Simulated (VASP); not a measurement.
Set up this calculation in VASP 6.6.1, as the native input.

| Property | Result |
| --- | --- |
| Task | single point |
| Functional | PBE |
| Potentials or basis | VASP PAW PBE potentials, release 64 (Mo_sv, W_sv) |
| Cutoff | 520 eV |
| k mesh | 6 × 6 × 1 |
| Occupations | gaussian, width 0.2 eV |
| Spin | no spin polarisation |
| Dipole correction | no |
| Further INCAR settings | ALGO = Fast; EDIFF = 1e-06; NBANDS = 96 |

The structure of MoW5 lies in POSCAR:

```
MoW5
1.0
    3.1798401000      0.0000000000      0.0000000000
    0.0000000000      3.1798401000      0.0000000000
    0.0000000000      0.0000000000     19.0835886000
Mo W
2 10
Direct
    0.5000000000      0.5000000000      0.2500000000
    0.5000000000      0.5000000000      0.7500000000
    0.0000000000      0.0000000000      0.3329670000
    0.0000000000      0.0000000000      0.8329670000
    0.5000000000      0.5000000000      0.4164290000
    0.5000000000      0.5000000000      0.9164290000
    0.0000000000      0.0000000000      0.0000000000
    0.0000000000      0.0000000000      0.5000000000
    0.5000000000      0.5000000000      0.0835710000
    0.5000000000      0.5000000000      0.5835710000
    0.0000000000      0.0000000000      0.1670330000
    0.0000000000      0.0000000000      0.6670330000
```

These files were run (other wordings do the same):

INCAR

```
SYSTEM = MoW5
PREC = Accurate
ENCUT = 520
EDIFF = 1E-6
ISMEAR = 0
SIGMA = 0.2
LREAL = .False.
LASPH = .True.
NELM = 100
ALGO = Fast
ISIF = 2
LWAVE = .False.
LCHARG = .False.
GGA = PE
NBANDS = 96
```

KPOINTS

```
Automatic mesh
0
Gamma
  6 6 1
  0 0 0
```

Potentials or basis: VASP PAW PBE potentials, release 64 (Mo_sv, W_sv).

The run is started by

```sh
$ cat potpaw_PBE.64/Mo_sv/POTCAR potpaw_PBE.64/W_sv/POTCAR > POTCAR
$ mpirun -np 1 vasp_std > vasp.out
```

Results of the run:

```json
{
  "Pressure": "0.2 GPa",
  "Largest force": "0.036 eV/Å",
  "Band gap on the k mesh": "zero (bands 84 and 85 overlap by 1.27 eV)"
}
```

Caveat: spin-orbit coupling is left out, which moves the levels of the heavy elements.

Run time: 2.3 min on 1 thread of Intel(R) Xeon(R) 6975P-C (Granite Rapids), with other jobs on the host, peak memory 0.35 GiB.
